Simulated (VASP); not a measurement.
Rh:

```
Rh
1.0
     0.00000    1.90000    1.90000
     1.90000    0.00000    1.90000
     1.90000    1.90000    0.00000
Rh
1
Direct
  0.00000 0.00000 0.00000
```

* Program: VASP 6.6.1
* Task: relaxation of cell and atoms
* Functional: PBEsol
* Potentials or basis: VASP PAW PBE potentials, release 64 (Rh_pv)
* Cutoff: 500 eV
* k mesh: 9 × 9 × 9
* Occupations: fermi-dirac, width 0.05 eV
* Spin: no spin polarisation

At the start: pressure -4.4 GPa; volume 13.72 Å³/atom.

**Question.** How do energy, volume and symmetry change on relaxing?

**Answer.** Over 3 steps the energy falls by 3.0 meV/atom and the volume is 13.51 Å³/atom (-1.5 %); space group Fm-3m (No. 225, to 0.1 Å) before and after.

The path:
```tsv
step	energy change (eV)	largest force (eV/Å)	pressure (GPa)	volume (Å³)
1	0.0000	0.0000	-4.43	13.72
2	0.0174	0.0000	12.94	12.98
3	-0.0030	0.0000	-0.06	13.51
```

Final structure:
```
Rh
1.0
     0.00000    1.89026    1.89026
     1.89026    0.00000    1.89026
     1.89026    1.89026    0.00000
Rh
1
Direct
  0.00000 0.00000 0.00000
```

Caveat: the PAW data sets were made with another functional, which shifts forces and pressure a little.
